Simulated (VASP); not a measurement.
Set up this calculation in VASP 6.6.1, as the native input.

```
Task                   : single point
Functional             : PBE
Potentials or basis    : VASP PAW PBE potentials, release 64 (Zn)
Cutoff                 : 520 eV
k mesh                 : 9 × 9 × 9
Occupations            : fermi-dirac, width 0.05 eV
Spin                   : no spin polarisation
Dipole correction      : no
Further INCAR settings : ALGO = Normal; EDIFF = 1e-06; NBANDS = 12
```

The structure of Zn lies in POSCAR:

```
Zn
1.0
    2.5066894393      0.0000000000      0.0000000000
    0.0000000000      2.5066894393      0.0000000000
    0.0000000000      0.0000000000      2.5066894393
Zn
1
Direct
    0.0000000000      0.0000000000      0.0000000000
```

The input as run:

INCAR

```
ALGO = Normal
EDIFF = 1E-6
ENCUT = 520
GGA = PE
ISIF = 2
ISMEAR = -1
LASPH = T
LCHARG = F
LREAL = F
LWAVE = F
NBANDS = 12
NELM = 60
PREC = Accurate
SIGMA = 0.05
```

KPOINTS

```
k-points
0
Gamma
  9 9 9
```

Potentials or basis: VASP PAW PBE potentials, release 64 (Zn).

Command:

```bash
$ cat potpaw_PBE.64/Zn/POTCAR > POTCAR
$ mpirun -np 1 vasp_std > vasp.out
```

It gave:

The pressure is 10.3 GPa. The band gap on the k mesh is zero (band 6 reaches 7.02 eV, above the bottom of band 7 at 1.11 eV).

It took 3.3 s on 1 thread of Intel(R) Xeon(R) 6975P-C (Granite Rapids), with other jobs on the host, peak memory 0.11 GiB.
